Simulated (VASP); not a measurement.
Write the native input for VASP 6.6.1 that does the following.

```
Task                   : single point
Functional             : PBE
Potentials or basis    : VASP PAW PBE potentials, release 64 (Sn_d, In_d, Na_pv)
Cutoff                 : 520 eV
k mesh                 : 4 × 4 × 2
Occupations            : fermi-dirac, width 0.1 eV
Spin                   : no spin polarisation
Dipole correction      : no
Further INCAR settings : ALGO = Normal; EDIFF = 1e-07; NBANDS = 52
```

The structure of Na6InSn2 lies in POSCAR:

```
Na6InSn2
1.0
    0.0000000000      5.5601610000      0.0000000000
    5.1184610000     -2.7800800000      0.0000000000
    1.3285650000      0.0000000000     -9.3701300000
Sn In Na
2 1 6
Direct
    0.1447400000      0.2894800000      0.7509700000
    0.8552600000      0.7105200000      0.2490300000
    0.0000000000      0.0000000000      0.0000000000
    0.4703000000      0.9406000000      0.7247000000
    0.5297000000      0.0594000000      0.2753000000
    0.2926000000      0.5852000000      0.0705000000
    0.7074000000      0.4148000000      0.9295000000
    0.1736000000      0.3472000000      0.4092000000
    0.8264000000      0.6528000000      0.5908000000
```

One way to write it, as run:

INCAR

```
PREC = Accurate
ENCUT = 520
EDIFF = 1E-7
ISMEAR = -1
SIGMA = 0.1
LREAL = F
LASPH = T
NELM = 100
ALGO = Normal
ISIF = 2
LWAVE = F
LCHARG = F
GGA = PE
NBANDS = 52
```

KPOINTS

```
Automatic mesh
0
Gamma
  4 4 2
```

Potentials or basis: VASP PAW PBE potentials, release 64 (Sn_d, In_d, Na_pv).

Command:

```bash
$ cat potpaw_PBE.64/Sn_d/POTCAR potpaw_PBE.64/In_d/POTCAR potpaw_PBE.64/Na_pv/POTCAR > POTCAR
$ mpirun -np 1 vasp_std > vasp.out
```

It gave:

```json
{
  "Pressure": "1.7 GPa",
  "Largest force": "1.512 eV/Å",
  "Band gap on the k mesh": "zero (an odd number of electrons rules out a gap without spin polarisation)"
}
```

Caveat: spin-orbit coupling is left out, which moves the levels of the heavy elements; forces of over 1 eV/Å act on the atoms, so gaps and moduli don't describe the material at rest.

Wall time 2.1 min on 1 thread of Intel(R) Xeon(R) 6975P-C (Granite Rapids), on a shared host, peak memory 0.44 GiB.
